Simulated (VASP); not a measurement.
Here is a VASP 6.6.1 calculation.

The input INCAR:

```
SYSTEM = Te
ALGO = Normal ; EDIFF = 1E-8
ENCUT = 520 ; GGA = PS
ISIF = 2 ; ISMEAR = -1
LASPH = .TRUE. ; LCHARG = .FALSE.
LEFG = .TRUE. ; LREAL = .FALSE.
LWAVE = .FALSE. ; NBANDS = 13
NELM = 80 ; PREC = Accurate
SIGMA = 0.05
```

The input KPOINTS:

```
k-points
0
G
  8 8 8
  0 0 0
```

Contents of POSCAR:

```
Te
1.0
    0.0000000000      3.3095529740      3.3095529740
    3.3095529740      0.0000000000      3.3095529740
    3.3095529740      3.3095529740      0.0000000000
Te
2
Direct
   -0.2600000000     -0.0800000000     -0.0800000000
    0.2600000000      0.0800000000      0.0800000000
```

Potentials or basis: VASP PAW PBE potentials, release 64 (Te).

Command:

```console
$ cat potpaw_PBE.64/Te/POTCAR > POTCAR
$ mpirun -np 1 vasp_std > vasp.out
```

(1) Predict the pressure.

(2) Predict the band gap on the k mesh.

(3) Predict the largest force.

Answers

(1) 73.4 GPa.

(2) zero (band 6 reaches 7.18 eV, above the bottom of band 7 at 5.04 eV).

(3) 52.772 eV/Å.

Caveat: the cell differs from its parent crystal (shortest bond scaled by 0.64); without QUAD_EFG the Cq values of the log hold for a quadrupole moment of 1 mb, not for the nuclei; the PAW data sets were made with another functional, which shifts forces and pressure a little; spin-orbit coupling is left out, which moves the levels of the heavy elements.
